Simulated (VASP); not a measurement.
# BaTe (Immm) in VASP: a series of runs

BaTe is run at these levels: r2SCAN; tasks: single point.

Everything below comes from runs of VASP 6.6.1. Logs are shortened: lines on timing, memory, paths and dates and some standing lists are left out, and cuts for length are marked.

**1. The cell of the first run**

Symmetry: Immm, No. 71, orthorhombic system. Conventional cell: a = 4.768 Å, b = 4.877 Å, c = 6.820 Å, α = 90.00°, β = 90.00°, γ = 90.00°. Ba (site symmetry mmm) has 6 Te at 3.41 Å within 4.5 Å. Within 4.5 Å of Te (site symmetry mmm) lie 6 Ba at 3.41 Å.

**2. Single point, r2SCAN (strain +0.0225 x Voigt [0, 0, 0, 0, 1, 0])**

The input, POSCAR:

```
BaTe
1.0
    0.0383625000      3.4100000000      3.4100000000
    3.4483625000      0.0000000000      3.4483625000
    3.4100000000      3.4100000000      0.0383625000
Ba Te
1 1
Direct
    0.0000000000      0.0000000000      0.0000000000
    0.5000000000      0.5000000000      0.5000000000
```

The input, INCAR.step1:

```
PREC = Accurate
ENCUT = 520
ISMEAR = 0
SIGMA = 0.05
LREAL = F
LASPH = T
NELM = 100
NBANDS = 15
GGA = PE
ALGO = Normal
EDIFF = 1E-4
LWAVE = T
LCHARG = F
```

The input, INCAR.step2:

```
PREC = Accurate
ENCUT = 520
EDIFF = 1E-6
ISMEAR = 0
SIGMA = 0.05
LREAL = F
LASPH = T
NELM = 100
ALGO = Normal
ISIF = 2
LWAVE = F
LCHARG = F
METAGGA = R2SCAN
LMIXTAU = T
NBANDS = 15
ISTART = 1
```

The input, KPOINTS:

```
Automatic mesh
0
Gamma
  8 8 8
```

Potentials or basis: VASP PAW PBE potentials, release 64 (Ba_sv, Te).

The run is started by

```
$ cat potpaw_PBE.64/Ba_sv/POTCAR potpaw_PBE.64/Te/POTCAR > POTCAR
$ cp INCAR.step1 INCAR
$ mpirun -np 1 vasp_std > vasp.out
$ cp INCAR.step2 INCAR
$ mpirun -np 1 vasp_std > vasp.out
```

OUTCAR:

```text
PREC = Accurate
   ENCUT = 520
   EDIFF = 1E-6
   ISMEAR = 0
   LREAL = F
   LASPH = T
   NELM = 100
   ISIF = 2
   METAGGA = R2SCAN
   ISTART = 1

 ion  position               nearest neighbor table
   1  0.000  0.000  0.000-   2 3.41   2 3.41   2 3.41   2 3.41   2 3.41   2 3.41
   2  0.500  0.500  0.500-   1 3.41   1 3.41   1 3.41   1 3.41   1 3.41   1 3.41

  LATTYP: Found a body centered orthorhombic cell.
 ALAT       =     4.7682154799
 B/A-ratio  =     1.0227560051
 C/A-ratio  =     1.4303044879

  Lattice vectors:

 A1 = (   0.0383625000,  -3.4100000000,   3.4100000000)
 A2 = (  -0.0383625000,  -3.4100000000,  -3.4100000000)
 A3 = (   3.4100000000,   3.4100000000,   0.0383625000)

Analysis of symmetry for initial positions (statically):
=====================================================================
 Subroutine PRICEL returns:
 Original cell was already a primitive cell.

 Routine SETGRP: Setting up the symmetry group for a
 body centered orthorhombic supercell.

 Subroutine GETGRP returns: Found  8 space group operations
 (whereof  8 operations were pure point group operations)
 out of a pool of  8 trial point group operations.

The static configuration has the point symmetry D_2h.

Analysis of symmetry for dynamics (positions and initial velocities):
=====================================================================
 Subroutine PRICEL returns:
 Original cell was already a primitive cell.

 Routine SETGRP: Setting up the symmetry group for a
 body centered orthorhombic supercell.

 Subroutine GETGRP returns: Found  8 space group operations
 (whereof  8 operations were pure point group operations)
 out of a pool of  8 trial point group operations.

The dynamic configuration has the point symmetry D_2h.

 Subroutine INISYM returns: Found  8 space group operations
 (whereof  8 operations are pure point group operations),
 and found     1 'primitive' translations

----------------------------------------------------------------------------------------

                                     Primitive cell

  volume of cell :      79.2936

  direct lattice vectors                    reciprocal lattice vectors
     0.038362500  3.410000000  3.410000000    -0.148295895  0.146627566  0.148295895
     3.448362500  0.000000000  3.448362500     0.144996357 -0.146627566  0.144996357
     3.410000000  3.410000000  0.038362500     0.148295895  0.146627566 -0.148295895

  length of vectors
     4.822620831  4.876721015  4.822620831     0.255896440  0.252086355  0.255896440

  position of ions in fractional coordinates (direct lattice)
     0.000000000  0.000000000  0.000000000
     0.500000000  0.500000000  0.500000000

  ion indices of the primitive-cell ions
   primitive index   ion index
                 1           1
                 2           2

----------------------------------------------------------------------------------------

 KPOINTS: Automatic mesh

Automatic generation of k-mesh.
 Grid dimensions read from file:
 generate k-points for:    8    8    8

 Generating k-lattice:

  Cartesian coordinates                     Fractional coordinates (reciprocal lattice)
    -0.018536987  0.018328446  0.018536987     0.125000000  0.000000000 -0.000000000
     0.018124545 -0.018328446  0.018124545     0.000000000  0.125000000  0.000000000
     0.018536987  0.018328446 -0.018536987     0.000000000  0.000000000  0.125000000

  Length of vectors
     0.031987055  0.031510794  0.031987055

  Shift w.r.t. Gamma in fractional coordinates (k-lattice)
     0.000000000  0.000000000  0.000000000

 Subroutine IBZKPT returns following result:
 ===========================================

 Found     95 irreducible k-points:

 Following reciprocal coordinates:
            Coordinates               Weight
  0.000000  0.000000  0.000000      1.000000
  0.125000  0.000000  0.000000      4.000000
  0.250000  0.000000  0.000000      4.000000
  0.375000  0.000000  0.000000      4.000000
  0.500000  0.000000  0.000000      2.000000
 -0.000000  0.125000 -0.000000      4.000000
[... 16 lines left out ...]
  0.125000  0.375000 -0.000000      8.000000
  0.250000  0.375000 -0.000000      8.000000
 [... further k-points ...]
   k-points           NKPTS =     95   k-points in BZ     NKDIM =     95   number of bands    NBANDS=     15
   number of dos      NEDOS =    301   number of ions     NIONS =      2
   total plane-waves  NPLWV =  46656
   dimension x,y,z NGX =    36 NGY =   36 NGZ =   36
   dimension x,y,z NGXF=    72 NGYF=   72 NGZF=   72
   ions per type =               1   1
   NGX,Y,Z   is equivalent  to a cutoff of  12.41, 12.27, 12.41 a.u.
   NGXF,Y,Z  is equivalent  to a cutoff of  24.82, 24.54, 24.82 a.u.
 SYSTEM =  unknown system
   PREC   = accura    normal or accurate (medium, high low for compatibility)
   ISTART =      1    job   : 0-new  1-cont  2-samecut
   ICHARG =      0    charge: 1-file 2-atom 10-const
   ISPIN  =      1    spin polarized calculation?
   LNONCOLLINEAR =      F non collinear calculations
   LSORBIT =      F    spin-orbit coupling
   LASPH  =      T    aspherical Exc in radial PAW
   ENCUT  =  520.0 eV  38.22 Ry    6.18 a.u.   8.97  9.07  8.97*2*pi/ulx,y,z
   NELM   =    100;   NELMIN=  2; NELMDL=  0     # of ELM steps
   EDIFF  = 0.1E-05   stopping-criterion for ELM
   LREAL  =      F    real-space projection
   EDIFFG = 0.1E-04   stopping-criterion for IOM
   NSW    =      0    number of steps for IOM
   IBRION =     -1    ionic relax: 0-MD 1-quasi-New 2-CG
   NFREE  =      0    steps in history (QN), initial steepest desc. (CG)
   ISIF   =      2    stress and relaxation
   ISYM   =      2    0-nonsym 1-usesym 2-fastsym
   POTIM  = 0.5000    time-step for ionic-motion
   TEBEG  =    0.0;   TEEND  =   0.0 temperature during run
   PSTRESS=    0.0 pullay stress
   NELECT =      16.0000    total number of electrons
   NUPDOWN=      -1.0000    fix difference up-down
   EMIN   =  10.00;   EMAX   =-10.00  energy-range for DOS
   EFERMI =   0.00;   METHOD = LEGACY
   ISMEAR =     0;   SIGMA  =   0.05  broadening in eV -4-tet -1-fermi 0-gaus
   EFERMI_NEDOS =   21; number of points for ismear=-14 and -15
   IALGO  =     38    algorithm
   IMIX   =      4    mixing-type and parameters
     AMIX     =   0.40;   BMIX     =  1.00
     AMIX_MAG =   1.60;   BMIX_MAG =  1.00
  volume/ion in A,a.u.               =      39.65       267.55
  Fermi-wavevector in a.u.,A,eV,Ry     =   0.960216  1.814544 12.544763  0.922014
  Thomas-Fermi vector in A             =   2.089480
   LORBIT       =      0    0 simple, 1 ext, 2 COOP (PROOUT), +10 PAW based schemes
   METAGGA = R2SCAN    functional components
   LHFCALC =     F    Hartree Fock is set to
   AEXX    =    0.0000 exact exchange contribution
   IVDW    =     0    specifies the selected vdW correction
   LEPSILON=     F    determine dielectric tensor
   LRPA    =     F    only Hartree local field effects (RPA)
 non-spin polarized calculation
 Gauss-broadening in eV      SIGMA  =   0.05
  energy-cutoff  :      520.00
  volume of cell :       79.29
 maximum number of plane-waves:      2164
   NGX = 17   NGY = 19   NGZ = 17

 number of electron      16.0000000 magnetization

 Free energy of the ion-electron system (eV)
  ---------------------------------------------------
  ext. energy  EPLUGINS =         0.00000000
  ---------------------------------------------------
  free energy    TOTEN  =       -55.90475959 eV

  energy without entropy =      -55.90475959  energy(sigma->0) =      -55.90475959

 E-fermi :   2.8800     XC(G=0):  -8.9664

 val. band max:        2.6299466586   @ k =   0.0000   0.0000   0.0000
 cond. band min:       4.2731854571   @ k =   0.5000   0.0000   0.5000
 fundamental gap:      1.6432387985
 Fermi energy:         2.8799833697

 k-point     1 :       0.0000    0.0000    0.0000
  band No.  band energies     occupation
      1     -25.0259      2.00000
      2      -9.7780      2.00000
      3      -9.7761      2.00000
      4      -9.7739      2.00000
      5      -7.4161      2.00000
      6       2.5521      2.00000
      7       2.5884      2.00000
      8       2.6299      2.00000
      9       5.7831      0.00000
     10       5.8563      0.00000
     11       5.9548      0.00000
     12       6.5402      0.00000
     13       6.6372      0.00000
     14       6.6381      0.00000
     15      10.1105      0.00000

 k-point     2 :       0.1250    0.0000    0.0000
  band No.  band energies     occupation
      1     -25.0225      2.00000
      2      -9.8927      2.00000
      3      -9.7794      2.00000
      4      -9.7777      2.00000
      5      -7.2453      2.00000
      6       2.0812      2.00000
      7       2.2739      2.00000
      8       2.3290      2.00000
      9       5.9457      0.00000
     10       6.0098      0.00000
     11       6.1240      0.00000
     12       7.1529      0.00000
     13       7.1585      0.00000
     14       7.2139      0.00000
     15      10.7012      0.00000

 k-point     3 :       0.2500    0.0000    0.0000
  band No.  band energies     occupation
      1     -25.0145      2.00000
      2     -10.1324      2.00000
      3      -9.7834      2.00000
      4      -9.7825      2.00000
      5      -6.8698      2.00000
      6       1.1443      2.00000
      7       1.7602      2.00000
      8       1.8226      2.00000
      9       6.1422      0.00000
     10       6.6135      0.00000
     11       6.7204      0.00000
     12       8.4128      0.00000
     13       8.4267      0.00000
     14       8.5187      0.00000
     15      11.8188      0.00000
[... 343 lines left out ...]
 k-point    23 :       0.1250    0.3750   -0.0000
  band No.  band energies     occupation
      1     -25.0082      2.00000
      2     -10.2438      2.00000
      3      -9.8091      2.00000
      4      -9.8046      2.00000
      5      -6.6720      2.00000
      6       0.6451      2.00000
      7       1.5609      2.00000
      8       1.7344      2.00000
      9       5.9564      0.00000
     10       7.5981      0.00000
     11       7.7564      0.00000
     12       8.5388      0.00000
     13       8.6764      0.00000
     14      10.1229      0.00000
     15      11.6082      0.00000

 k-point    24 :       0.2500    0.3750   -0.0000
  band No.  band energies     occupation
      1     -25.0054      2.00000
      2     -10.1282      2.00000
      3      -9.8594      2.00000
      4      -9.8466      2.00000
      5      -6.8920      2.00000
      6       0.8748      2.00000
      7       1.9293      2.00000
      8       2.0602      2.00000
      9       4.9865      0.00000
     10       7.6246      0.00000
     11       7.9313      0.00000
     12       8.3842      0.00000
     13       8.4886      0.00000
     14      10.5323      0.00000
     15      11.6126      0.00000

 [... further k-points ...]
[... 5 lines left out ...]
  --------------------------------------------------------------------------------------
  -------------------------------------------------------------------------------------
  Total        2.2316110      2.2281743      2.2316110      0.0000000      0.0000000     -0.1164308
  in kB       45.0911087     45.0216676     45.0911087      0.0000000      0.0000000     -2.3525577
  external PRESSURE =      45.0679616 kB  Pullay stress =       0.0000000 kB

 VOLUME and BASIS-vectors are now :
 -----------------------------------------------------------------------------
  energy-cutoff  :      520.00
  volume of cell :       79.29
      direct lattice vectors                 reciprocal lattice vectors
     0.038362500  3.410000000  3.410000000    -0.148295895  0.146627566  0.148295895
     3.448362500  0.000000000  3.448362500     0.144996357 -0.146627566  0.144996357
     3.410000000  3.410000000  0.038362500     0.148295895  0.146627566 -0.148295895

 POSITION                                       TOTAL-FORCE (eV/Angst)
 -----------------------------------------------------------------------------------
      0.00000      0.00000      0.00000        -0.000000      0.000000     -0.000000
      3.44836      3.41000      3.44836         0.000000      0.000000      0.000000
 -----------------------------------------------------------------------------------
    total drift:                                0.000000      0.000000      0.000000

  FREE ENERGIE OF THE ION-ELECTRON SYSTEM (eV)
  ---------------------------------------------------
  free  energy   TOTEN  =       -55.9047595913 eV

  energy  without entropy=      -55.9047595913  energy(sigma->0) =      -55.90475959
```

Run time: 5.4 min. Hardware: 1 thread of Intel Xeon Platinum 8259CL at 2.50GHz (Skylake/Cascade Lake), shared host; peak memory 0.3 GiB.

What came out:

| Item | Value |
| --- | --- |
| Free energy | -55.9048 eV |
| Pressure | 4.5 GPa |
| Band gap on the k mesh | 1.64 eV, indirect (least direct gap 2.02 eV) |

Caveat: the cell differs from its parent crystal (strain +0.0225 x Voigt [0, 0, 0, 0, 1, 0]); the PAW data sets were made with another functional, which shifts forces and pressure a little; spin-orbit coupling is left out, which moves the levels of the heavy elements. A k mesh can miss the band edges.

**3. Single point, r2SCAN (strain +0.0375 x Voigt [0, 0, 0, 0, 1, 0])**

The input, POSCAR:

```
BaTe
1.0
    0.0639375000      3.4100000000      3.4100000000
    3.4739375000      0.0000000000      3.4739375000
    3.4100000000      3.4100000000      0.0639375000
Ba Te
1 1
Direct
    0.0000000000      0.0000000000      0.0000000000
    0.5000000000      0.5000000000      0.5000000000
```

The input, INCAR.step1:

```
SYSTEM = BaTe
PREC = Accurate ; ENCUT = 520
ISMEAR = 0 ; SIGMA = 0.05
LREAL = .FALSE. ; LASPH = .TRUE.
NELM = 100 ; NBANDS = 15
GGA = PE ; ALGO = Normal
EDIFF = 1E-4 ; LWAVE = .TRUE.
LCHARG = .FALSE.
```

The input, INCAR.step2:

```
SYSTEM = BaTe
PREC = Accurate ; ENCUT = 520
EDIFF = 1E-7 ; ISMEAR = 0
SIGMA = 0.05 ; LREAL = .FALSE.
LASPH = .TRUE. ; NELM = 100
ALGO = Normal ; ISIF = 2
LWAVE = .FALSE. ; LCHARG = .FALSE.
METAGGA = R2SCAN ; LMIXTAU = .TRUE.
NBANDS = 15 ; ISTART = 1
```

The input, KPOINTS:

```
Automatic mesh
0
G
  8 8 8
  0 0 0
```

Potentials or basis: VASP PAW PBE potentials, release 64 (Ba_sv, Te).

The run is started by

```
$ cat potpaw_PBE.64/Ba_sv/POTCAR potpaw_PBE.64/Te/POTCAR > POTCAR
$ cp INCAR.step1 INCAR
$ mpirun -np 1 vasp_std > vasp.out
$ cp INCAR.step2 INCAR
$ mpirun -np 1 vasp_std > vasp.out
```

Run time: 7.5 min. Hardware: 1 thread of Intel Xeon Platinum 8259CL at 2.50GHz (Skylake/Cascade Lake), shared host; peak memory 0.31 GiB.

It converged, with:

```yaml
Free_energy: -55.9019 eV
Pressure: 4.5 GPa
Band_gap_on_the_k_mesh: 1.61 eV, indirect (least direct gap 1.98 eV)
```

Stress tensor (GPa, compression positive):
```
 4.51  0.00 -0.39
 0.00  4.49  0.00
-0.39  0.00  4.51
```

Levels at points of the mesh, in eV from the valence-band top:
| k point | band 4 | band 5 | band 6 | band 7 | band 8 | band 9 | band 10 | band 11 | band 12 | band 13 |
| --- | --- | --- | --- | --- | --- | --- | --- | --- | --- | --- |
| (0.00, 0.00, 0.00) | -12.43 | -10.08 | -0.13 | -0.07 | 0.00 | 3.07 | 3.18 | 3.35 | 3.90 | 3.98 |
| (0.50, 0.00, 0.00) | -12.45 | -9.04 | -2.51 | -1.48 | -1.36 | 4.67 | 5.32 | 5.45 | 5.77 | 7.46 |
| (0.00, 0.50, 0.00) | -12.44 | -9.04 | -2.52 | -1.37 | -1.24 | 4.72 | 5.17 | 5.52 | 5.56 | 7.52 |
| (0.50, 0.50, 0.00) | -12.55 | -9.84 | -1.23 | -0.45 | -0.45 | 1.61 | 4.97 | 5.62 | 6.45 | 6.46 |
| (0.50, 0.00, 0.50) | -12.54 | -9.84 | -1.23 | -0.53 | -0.37 | 1.61 | 5.00 | 5.67 | 6.45 | 6.48 |

Caveat: the cell differs from its parent crystal (strain +0.0375 x Voigt [0, 0, 0, 0, 1, 0]); the PAW data sets were made with another functional, which shifts forces and pressure a little; spin-orbit coupling is left out, which moves the levels of the heavy elements. A k mesh can miss the band edges.

**4. Single point, r2SCAN (strain -0.0300 x Voigt [0, 0, 0, 0, 1, 0])**

The input, POSCAR:

```
BaTe
1.0
   -0.0511500000      3.4100000000      3.4100000000
    3.3588500000      0.0000000000      3.3588500000
    3.4100000000      3.4100000000     -0.0511500000
Ba Te
1 1
Direct
    0.0000000000      0.0000000000      0.0000000000
    0.5000000000      0.5000000000      0.5000000000
```

The input, INCAR.step1:

```
PREC = Accurate
ENCUT = 520
ISMEAR = 0
SIGMA = 0.05
LREAL = F
LASPH = T
NELM = 100
NBANDS = 15
GGA = PE
ALGO = Normal
EDIFF = 1E-4
LWAVE = T
LCHARG = F
```

The input, INCAR.step2:

```
PREC = Accurate
ENCUT = 520
EDIFF = 1E-6
ISMEAR = 0
SIGMA = 0.05
LREAL = F
LASPH = T
NELM = 100
ALGO = Normal
ISIF = 2
LWAVE = F
LCHARG = T
METAGGA = R2SCAN
LMIXTAU = T
LELF = T
LVHAR = T
NBANDS = 15
ISTART = 1
```

The input, KPOINTS:

```
regular mesh
0
Gamma
  8 8 8
```

The run is started by

```
$ cat potpaw_PBE.64/Ba_sv/POTCAR potpaw_PBE.64/Te/POTCAR > POTCAR
$ cp INCAR.step1 INCAR
$ mpirun -np 1 vasp_std > vasp.out
$ cp INCAR.step2 INCAR
$ mpirun -np 1 vasp_std > vasp.out
```

It took 5.1 min on 1 thread of Intel Xeon Platinum 8259CL at 2.50GHz (Skylake/Cascade Lake), shared host; peak memory 0.3 GiB.

It converged, with:

```
Free energy            : -55.9035 eV
Pressure               : 4.5 GPa
Band gap on the k mesh : 1.63 eV, indirect (least direct gap 2.00 eV)
```

Stress tensor (GPa, compression positive):
```
4.51 0.00 0.31
0.00 4.50 0.00
0.31 0.00 4.51
```

Levels at points of the mesh, in eV from the valence-band top:
```csv
k point,band 5,band 6,band 7,band 8,band 9,band 10,band 11,band 12
"(0.00, 0.00, 0.00)",-10.06,-0.10,-0.06,0.00,3.11,3.20,3.34,3.90
"(0.50, 0.00, 0.00)",-9.02,-2.51,-1.35,-1.25,4.73,5.24,5.52,5.56
"(0.00, 0.50, 0.00)",-9.02,-2.50,-1.44,-1.35,4.69,5.36,5.48,5.72
"(0.50, 0.50, 0.00)",-9.82,-1.22,-0.44,-0.44,1.63,4.99,5.65,6.47
"(0.50, 0.00, 0.50)",-9.83,-1.21,-0.50,-0.37,1.63,5.01,5.68,6.47
```

Caveat: the cell differs from its parent crystal (strain -0.0300 x Voigt [0, 0, 0, 0, 1, 0]); the PAW data sets were made with another functional, which shifts forces and pressure a little; spin-orbit coupling is left out, which moves the levels of the heavy elements. A k mesh can miss the band edges.

[end of part 1 of 2]
